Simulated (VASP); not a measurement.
A run of VASP 6.6.1 is set up as follows.

INCAR

```
PREC = Accurate
ENCUT = 520
EDIFF = 1E-7
ISMEAR = -1
SIGMA = 0.1
LREAL = False
LASPH = True
NELM = 100
ALGO = Normal
ISIF = 2
LWAVE = False
LCHARG = False
GGA = PS
NBANDS = 44
```

KPOINTS

```
Automatic mesh
0
Gamma
  2 2 2
```

File POSCAR:

```
Ca
1.0
   -4.4104100000      4.4104100000      4.3922300000
    4.4104100000     -4.4104100000      4.3922300000
    4.4104100000      4.4104100000     -4.3922300000
Ca
7
Direct
    0.2500000000      0.2500000000      0.5000000000
    0.2500000000      0.7500000000      0.0000000000
    0.2500000000      0.7500000000      0.5000000000
    0.7500000000      0.2500000000      0.0000000000
    0.7500000000      0.2500000000      0.5000000000
    0.7500000000      0.7500000000      0.0000000000
    0.7500000000      0.7500000000      0.5000000000
```

Potentials or basis: VASP PAW PBE potentials, release 64 (Ca_sv).

Run with:

```sh
$ cat potpaw_PBE.64/Ca_sv/POTCAR > POTCAR
$ mpirun -np 1 vasp_std > vasp.out
```

(1) What does it give for the pressure?

(2) Predict the band gap on the k mesh.

Answers

(1) -1.1 GPa.

(2) zero (bands 35 and 36 overlap by 0.56 eV).

Caveat: the k points lie up to 0.50 Å⁻¹ apart, too coarse for converged energies and pressures of a metal; the PAW data sets were made with another functional, which shifts forces and pressure a little.
